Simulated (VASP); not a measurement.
# ZnS in VASP: notebook, part 2 of 2

VASP 6.6.1. Earlier steps stand in the parts before.

### 3 Single point, PBE

INCAR reads:

```
  PREC = Accurate
  ENCUT = 520
  EDIFF = 1E-7
  ISMEAR = 0
  SIGMA = 0.1
  LREAL = F
  LASPH = T
  NELM = 100
  ALGO = Normal
  ISIF = 2
  LWAVE = F
  LCHARG = F
  GGA = PE
  NBANDS = 66
```

KPOINTS reads:

```
Automatic mesh
0
Gamma
  2 2 2
```

POSCAR reads:

```
ZnS
1.0
    6.7032643141      0.0064721749     -0.0008077740
    0.0064276444      6.7015426010     -0.0027305562
   -0.0008829274     -0.0027679915      6.7066052335
Zn S
6 6
Direct
    0.4984485045     -0.0003971623      0.7501594193
    0.7501780718      0.4996331141     -0.0018796981
   -0.0006826490      0.7499407608      0.4989445316
    0.5012806395      0.0005976300      0.2501611183
    0.2501229858      0.5005765572      0.0014279918
    0.0004264509      0.2500147967      0.5006507686
    0.0012316867      0.5007344285      0.7499020132
    0.7498147120      0.0007522150      0.5013113235
    0.5000623026      0.7500207044      0.0003763826
   -0.0010251821      0.4991299548      0.2499426361
    0.2500010176     -0.0009971997      0.4990297579
    0.5001414597      0.2499942005     -0.0000262446
```

Potentials or basis: VASP PAW PBE potentials, release 64 (Zn, S).

Started as:

```bash
> cat potpaw_PBE.64/Zn/POTCAR potpaw_PBE.64/S/POTCAR > POTCAR
> mpirun -np 1 vasp_std > vasp.out
```

OUTCAR:

```text
PREC = Accurate
   ENCUT = 520
   EDIFF = 1E-7
   ISMEAR = 0
   LREAL = F
   LASPH = T
   NELM = 100
   ISIF = 2
   GGA = PE

 ion  position               nearest neighbor table
   1  0.498  1.000  0.750-  11 2.37   9 2.37  12 2.37   8 2.37
   2  0.750  0.500  0.998-   7 2.37   9 2.37  12 2.37  10 2.37
   3  0.999  0.750  0.499-  10 2.37   8 2.37  11 2.37   7 2.37
   4  0.501  0.001  0.250-   8 2.37  12 2.37   9 2.37  11 2.37
   5  0.250  0.501  0.001-   9 2.37  10 2.37  12 2.37   7 2.37
[... 768 lines left out ...]

 VOLUME and BASIS-vectors are now :
 -----------------------------------------------------------------------------
  energy-cutoff  :      520.00
  volume of cell :      301.28
      direct lattice vectors                 reciprocal lattice vectors
     6.703264314  0.006472175 -0.000807774     0.149181189 -0.000143076  0.000019581
     0.006427644  6.701542601 -0.002730556    -0.000144068  0.149219538  0.000061568
    -0.000882927 -0.002767992  6.706605234     0.000017909  0.000060737  0.149106761

 POSITION                                       TOTAL-FORCE (eV/Angst)
 -----------------------------------------------------------------------------------
      3.34699      6.70003      5.02789         0.009344     -0.000864      0.002585
      5.03097      3.35041      6.69203         0.000126      0.000240      0.016784
      6.70307      5.03085      3.34337         0.003796     -0.001090      0.010182
      3.36000      0.00656      1.67733        -0.005514     -0.005146      0.001833
      1.67986      3.35625      0.00801        -0.003462     -0.005702     -0.006673
      0.00402      1.67410      3.35698        -0.000556     -0.007880     -0.002464
      0.01081      3.35363      5.02793        -0.002855     -0.000305      0.001536
      5.02577      0.00851      3.36149         0.003983      0.002255     -0.006091
      3.35687      5.02953      0.00007        -0.001505      0.004980     -0.003514
      6.69938      3.35071      1.67410         0.001035      0.004856     -0.008353
      1.68180      6.69510      3.34387        -0.004147      0.008003     -0.001172
      3.35330      1.67582      6.70534        -0.000245      0.000654     -0.004653
 -----------------------------------------------------------------------------------
    total drift:                                0.000129     -0.000290      0.000401

  FREE ENERGIE OF THE ION-ELECTRON SYSTEM (eV)
  ---------------------------------------------------
  free  energy   TOTEN  =       -39.6237573657 eV

  energy  without entropy=      -39.6237573657  energy(sigma->0) =      -39.62375737
```

stdout:

```text
POSCAR found type information on POSCAR ZnS
 POSCAR found :  2 types and      12 ions
 scaLAPACK will be used
 LDA part: xc-table for (Slater+PW92), standard interpolation
 POSCAR, INCAR and KPOINTS ok, starting setup
 FFT: planning ... GRIDC
 FFT: planning ... GRID_SOFT
 FFT: planning ... GRID
 WAVECAR not read
 entering main loop
```

Run time: 2.2 min. Hardware: 1 thread of Intel Xeon Platinum 8488C (Sapphire Rapids), shared host; peak memory 0.39 GiB.

What came out:

| Property | Result |
| --- | --- |
| Free energy | -39.6238 eV |
| Pressure | 0.1 GPa |
| Largest force | 0.017 eV/Å |
| Band gap on the k mesh | 1.97 eV |

Forces in eV/Å, atoms in the order of the input:
```
Zn   0.009 -0.001  0.003
Zn   0.000  0.000  0.017
Zn   0.004 -0.001  0.010
Zn  -0.006 -0.005  0.002
Zn  -0.003 -0.006 -0.007
Zn  -0.001 -0.008 -0.002
S   -0.003  0.000  0.002
S    0.004  0.002 -0.006
S   -0.002  0.005 -0.004
S    0.001  0.005 -0.008
S   -0.004  0.008 -0.001
S    0.000  0.001 -0.005
```

Caveat: the k points lie up to 0.47 Å⁻¹ apart.

### 4 Single point, PBE

This run uses another cell than the first one, of 20.21 Å³/atom.

INCAR reads:

```
PREC = Accurate
ENCUT = 520
EDIFF = 1E-6
ISMEAR = 0
SIGMA = 0.1
LREAL = F
LASPH = T
NELM = 60
ALGO = Normal
ISIF = 2
LWAVE = F
LCHARG = F
GGA = PE
NBANDS = 66
```

KPOINTS reads:

```
regular mesh
0
Gamma
  4 4 4
```

POSCAR reads:

```
ZnS
1.0
    6.2363989700      0.0000000000      0.0000000000
    0.0000000000      6.2363989700      0.0000000000
    0.0000000000      0.0000000000      6.2363989700
Zn S
6 6
Direct
    0.5000000000      0.0000000000      0.7500000000
    0.7500000000      0.5000000000      0.0000000000
    0.0000000000      0.7500000000      0.5000000000
    0.5000000000      0.0000000000      0.2500000000
    0.2500000000      0.5000000000      0.0000000000
    0.0000000000      0.2500000000      0.5000000000
    0.0000000000      0.5000000000      0.7500000000
    0.7500000000      0.0000000000      0.5000000000
    0.5000000000      0.7500000000      0.0000000000
    0.0000000000      0.5000000000      0.2500000000
    0.2500000000      0.0000000000      0.5000000000
    0.5000000000      0.2500000000      0.0000000000
```

Started as:

```bash
> cat potpaw_PBE.64/Zn/POTCAR potpaw_PBE.64/S/POTCAR > POTCAR
> mpirun -np 1 vasp_std > vasp.out
```

Wall time 1.9 min (1 thread of Intel Xeon Platinum 8488C (Sapphire Rapids), shared host); peak memory 0.38 GiB.

The run converged. Its results:

```yaml
Free_energy: -36.9457 eV
Pressure: 19.1 GPa
Band_gap_on_the_k_mesh: 2.62 eV
```

Levels at points of the mesh, in eV from the valence-band top:
```
           k point  band 51  band 52  band 53  band 54  band 55  band 56  band 57  band 58
(0.00, 0.00, 0.00)    -2.09     0.00     0.00     0.00     2.62     3.03     3.03     3.03
(0.50, 0.00, 0.00)    -1.18    -1.18    -0.27    -0.27     2.73     2.73     4.33     4.33
(0.50, 0.50, 0.00)    -1.44    -1.44    -1.29    -0.32     3.67     3.67     3.90     4.55
(0.50, 0.50, 0.50)    -1.88    -1.88    -1.88    -1.88     4.91     4.91     4.91     4.91
```

Caveat: the cell stands under pressure. A k mesh can miss the band edges.

### 5 Single point, PBE

This run uses another cell than the first one, of 24.95 Å³/atom.

INCAR reads:

```
SYSTEM = ZnS
PREC = Accurate ; ENCUT = 520
EDIFF = 1E-6 ; ISMEAR = 0
SIGMA = 0.1 ; LREAL = .False.
LASPH = .True. ; NELM = 60
ALGO = Normal ; ISIF = 2
LWAVE = .False. ; LCHARG = .False.
GGA = PE ; NBANDS = 66
```

KPOINTS reads:

```
Automatic mesh
0
Gamma
  4 4 4
  0 0 0
```

POSCAR, as its differences from that of step 4:

```diff
@@ -2,5 +2,5 @@
 1.0
-    6.2363989700      0.0000000000      0.0000000000
-    0.0000000000      6.2363989700      0.0000000000
-    0.0000000000      0.0000000000      6.2363989700
+    6.6894176902      0.0000000000      0.0000000000
+    0.0000000000      6.6894176902      0.0000000000
+    0.0000000000      0.0000000000      6.6894176902
 Zn S
```

Started as:

```bash
> cat potpaw_PBE.64/Zn/POTCAR potpaw_PBE.64/S/POTCAR > POTCAR
> mpirun -np 1 vasp_std > vasp.out
```

Wall time 2.2 min (1 thread of Intel Xeon Platinum 8488C (Sapphire Rapids), shared host); peak memory 0.41 GiB.

It converged, with:

```
Free energy            : -39.8502 eV
Pressure               : 0.4 GPa
Band gap on the k mesh : 2.00 eV
```

Levels at points of the mesh, in eV from the valence-band top:
| k point | band 50 | band 51 | band 52 | band 53 | band 54 | band 55 | band 56 | band 57 | band 58 | band 59 |
| --- | --- | --- | --- | --- | --- | --- | --- | --- | --- | --- |
| (0.00, 0.00, 0.00) | -1.45 | -1.45 | 0.00 | 0.00 | 0.00 | 2.00 | 3.15 | 3.15 | 3.15 | 4.42 |
| (0.50, 0.00, 0.00) | -1.67 | -0.86 | -0.86 | -0.17 | -0.17 | 3.07 | 3.07 | 3.74 | 3.74 | 4.14 |
| (0.50, 0.50, 0.00) | -1.25 | -1.01 | -1.01 | -0.93 | -0.21 | 3.72 | 3.72 | 3.90 | 3.96 | 4.70 |
| (0.50, 0.50, 0.50) | -1.81 | -1.31 | -1.31 | -1.31 | -1.31 | 4.79 | 4.79 | 4.79 | 4.79 | 4.79 |

### 6 Overview

```csv
cell,k mesh,gap on the mesh (eV),pressure (GPa)
"a = 6.700 Å, 12 atoms, atomic positions A",2 × 2 × 2,1.98,0.2
"a = 6.703, b = 6.702, c = 6.707 Å, angles 90.0, 90.0, 89.9°, 12 atoms, atomic positions B",2 × 2 × 2,1.97,0.1
"a = 6.236 Å, 12 atoms, atomic positions A",4 × 4 × 4,2.62,19.1
"a = 6.689 Å, 12 atoms, atomic positions A",4 × 4 × 4,2.00,0.4
```

Alike in all rows: task single point; level PBE; potentials or basis VASP PAW PBE potentials, release 64 (Zn, S); no spin polarisation; cutoff (eV) 520; smearing gaussian 0.1 eV.

Caveats: some runs use coarse meshes; the cell stands under pressure (at least some runs).

Absolute energies hang on the potentials; compare differences alone.
